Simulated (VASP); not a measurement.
A run of VASP 6.6.1 is set up as follows.

File INCAR:

```
SYSTEM = CuO
  ALGO = Fast
  EDIFF = 1E-6
  EDIFFG = -0.01
  ENCUT = 520
  GGA = PE
  IBRION = 2
  ISIF = 2
  ISMEAR = -1
  LASPH = .True.
  LCHARG = .False.
  LREAL = .False.
  LWAVE = .False.
  NELM = 80
  NSW = 60
  PREC = Accurate
  SIGMA = 0.05
```

Contents of KPOINTS:

```
k-points
0
Gamma
  9 9 5
  0 0 0
```

Contents of POSCAR:

```
CuO
1.0
    0.0000000000     -2.1165600000     -2.0318976000
   -2.1165600000      0.0000000000     -2.0318976000
    2.1165600000      2.1165600000     -4.0637952000
Cu O
2 2
Direct
    0.5038875400      0.4769880100      0.4880064000
    0.0038875400      0.9769880100      0.9880064000
    0.7461124600      0.7730119900      0.7619936000
    0.2461124600      0.2730119900      0.2619936000
```

Potentials or basis: VASP PAW PBE potentials, release 64 (Cu, O).

Launch:

```sh
$ cat potpaw_PBE.64/Cu/POTCAR potpaw_PBE.64/O/POTCAR > POTCAR
$ mpirun -np 1 vasp_std > vasp.out
```

(1) What does it give for the energy gained by relaxing?

(2) Estimate the band gap on the k mesh.

Results:

(1) 87.9 meV/atom.

(2) zero (bands 17 and 18 overlap by 0.98 eV).

Caveat: semilocal functionals often make such compounds metallic where correlation or magnetic order opens a gap, which also shifts bond lengths.
